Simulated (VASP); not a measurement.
Write the native input for VASP 6.6.1 that does the following.

```yaml
Task: single point
Functional: PBE
Potentials_or_basis: VASP PAW PBE potentials, release 64 (Si, Ni)
Cutoff: 520 eV
k_mesh: 14 × 14 × 14
Occupations: gaussian, width 0.15 eV
Spin: collinear spin, ferromagnetic start
Starting_moments: "[0.0, 0.0, 0.625] μB"
Fixed_moment: 0.625 μB
Dipole_correction: no
Further_INCAR_settings: ALGO = Normal; EDIFF = 1e-06; NBANDS = 20
```

The structure of Si2Ni lies in POSCAR:

```
Si2Ni
1.0
    0.0000000000      2.5488268344      2.5488268344
    2.5488268344      0.0000000000      2.5488268344
    2.5488268344      2.5488268344      0.0000000000
Si Ni
2 1
Direct
    0.2500000000      0.2500000000      0.2500000000
    0.7500000000      0.7500000000      0.7500000000
    0.0000000000      0.0000000000      0.0000000000
```

These files were run (other wordings do the same):

INCAR

```
PREC = Accurate
ENCUT = 520
EDIFF = 1E-6
ISMEAR = 0
SIGMA = 0.15
LREAL = False
LASPH = True
NELM = 150
ALGO = Normal
ISIF = 2
LWAVE = False
LCHARG = False
ISPIN = 2
MAGMOM = 0 0 0.625
LORBIT = 11
NUPDOWN = 0.625
LMAXMIX = 4
GGA = PE
NBANDS = 20
```

KPOINTS

```
regular mesh
0
Gamma
  14 14 14
```

Potentials or basis: VASP PAW PBE potentials, release 64 (Si, Ni).

Run with:

```bash
$ cat potpaw_PBE.64/Si/POTCAR potpaw_PBE.64/Ni/POTCAR > POTCAR
$ mpirun -np 1 vasp_std > vasp.out
```

It gave:

- Pressure: 48.1 GPa
- Net moment: 0.62 μB per cell
- Site moments: Si +0.08; Ni +0.29 μB
- Valence electrons inside the program's atomic spheres: Si 1.71; Ni 10.32

Caveat: the cell stands under pressure; the total moment is fixed, so each spin has its own Fermi level.

Run time: 97 s on 1 thread of Intel(R) Xeon(R) 6975P-C (Granite Rapids) (shared host), peak memory 0.25 GiB.
